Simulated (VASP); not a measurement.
A run of VASP 6.6.1 is set up as follows.

Contents of POSCAR:

```
KBr
1.0
    4.0434990000      0.0000000000      0.0000000000
    0.0000000000      4.0434990000      0.0000000000
    0.0000000000      0.0000000000      4.0434990000
K Br
1 1
Direct
    0.0000000000      0.0000000000      0.0000000000
    0.5000000000      0.5000000000      0.5000000000
```

INCAR.step1

```
PREC     = Accurate       # precision mode
ENCUT    = 520            # plane-wave cutoff, eV
ISMEAR   = 0              # smearing method
SIGMA    = 0.01           # smearing width, eV
LREAL    = F              # projectors in reciprocal space
LASPH    = T              # aspherical terms in the spheres
NELM     = 80             # most SCF steps
NBANDS   = 15             # bands
GGA      = PE             # functional
ALGO     = Normal         # electronic algorithm
EDIFF    = 1E-4           # SCF threshold, eV
LWAVE    = T              # write WAVECAR
LCHARG   = F              # write CHGCAR
```

File INCAR.step2:

```
PREC     = Accurate       # precision mode
ENCUT    = 520            # plane-wave cutoff, eV
EDIFF    = 1E-6           # SCF threshold, eV
ISMEAR   = 0              # smearing method
SIGMA    = 0.01           # smearing width, eV
LREAL    = F              # projectors in reciprocal space
LASPH    = T              # aspherical terms in the spheres
NELM     = 80             # most SCF steps
ALGO     = Normal         # electronic algorithm
ISIF     = 2              # what is computed and relaxed
LWAVE    = F              # write WAVECAR
LCHARG   = F              # write CHGCAR
METAGGA  = R2SCAN         # meta-GGA
LMIXTAU  = T            
NBANDS   = 15             # bands
ISTART   = 1
```

KPOINTS

```
Automatic mesh
0
Gamma
  4 4 4
```

Potentials or basis: VASP PAW PBE potentials, release 64 (K_sv, Br).

Command:

```bash
$ cat potpaw_PBE.64/K_sv/POTCAR potpaw_PBE.64/Br/POTCAR > POTCAR
$ cp INCAR.step1 INCAR
$ mpirun -np 1 vasp_std > vasp.out
$ cp INCAR.step2 INCAR
$ mpirun -np 1 vasp_std > vasp.out
```

Q: Estimate the pressure.

A: -0.8 GPa.

Q: Predict the band gap on the k mesh.

A: 4.59 eV, indirect (least direct gap 4.86 eV).

Caveat: the PAW data sets were made with another functional, which shifts forces and pressure a little. A k mesh can miss the band edges.
